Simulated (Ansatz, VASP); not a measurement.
## Two plane-wave programs on Pt

INCAR

```
SYSTEM = Pt
  PREC = Accurate
  ENCUT = 500
  EDIFF = 1E-6
  ISMEAR = -1
  SIGMA = 0.05
  LREAL = .FALSE.
  LASPH = .TRUE.
  NELM = 120
  ALGO = Normal
  ISIF = 2
  LWAVE = .FALSE.
  LCHARG = .FALSE.
  GGA = PE
  NBANDS = 11
  GGA_COMPAT = .FALSE.
```

Contents of KPOINTS:

```
regular mesh
0
G
  12 12 12
  0 0 0
```

POSCAR

```
Pt
1.0
   -1.6152910255      1.6152910255      1.6152910255
    1.6152910255     -1.6152910255      1.6152910255
    1.6152910255      1.6152910255     -1.6152910255
Pt
1
Direct
    0.0000000000      0.0000000000      0.0000000000
```

Contents of input.yaml:

```yaml
crystal:
  lattice:
    - [-1.6152910255, 1.6152910255, 1.6152910255]
    - [1.6152910255, -1.6152910255, 1.6152910255]
    - [1.6152910255, 1.6152910255, -1.6152910255]
  atoms:
    - { symbol: Pt, position: [0.0, 0.0, 0.0] }
hamiltonian:
  xc: pbe
  pseudopotentials: { kind: paw, azcp: { folder: soft_1 } }
kpoints:
  mp_grid: { grid: [12, 12, 12] }
scf:
  occupations: { method: fermi_dirac, width: 0.05 }
output:
  forces: true
  stress: true
  eigenvalues: true
```

Alike in both runs: task single point; functional PBE; k mesh 12 × 12 × 12; occupations fermi-dirac, width 0.05 eV; no spin polarisation.

```csv
,VASP,Ansatz
version,VASP 6.6.1,Ansatz 0.2.0
potentials or method,"VASP PAW PBE potentials, release 64 (Pt)",Ansatz PAW soft_1
plane-wave cutoff (eV),500,420
valence electrons in the cell,10,18
```

VASP gave:

| Quantity | Value |
| --- | --- |
| gap on the k mesh at the Fermi level (eV) | none |
| pressure (GPa) | -13.2 |

Problem. Which values does Ansatz return?

Solution. gap on the k mesh at the Fermi level (eV): none; pressure (GPa): -12.9.

A gap of «none» marks a metal or a gap that the smearing closes. The functional is the same, so the differences come from potentials, cutoffs and numerics. VASP's potentials hold 10 valence electrons a cell and Ansatz's 18, so a difference there can come from the potentials and not from the codes.

Spin-orbit coupling is off throughout.
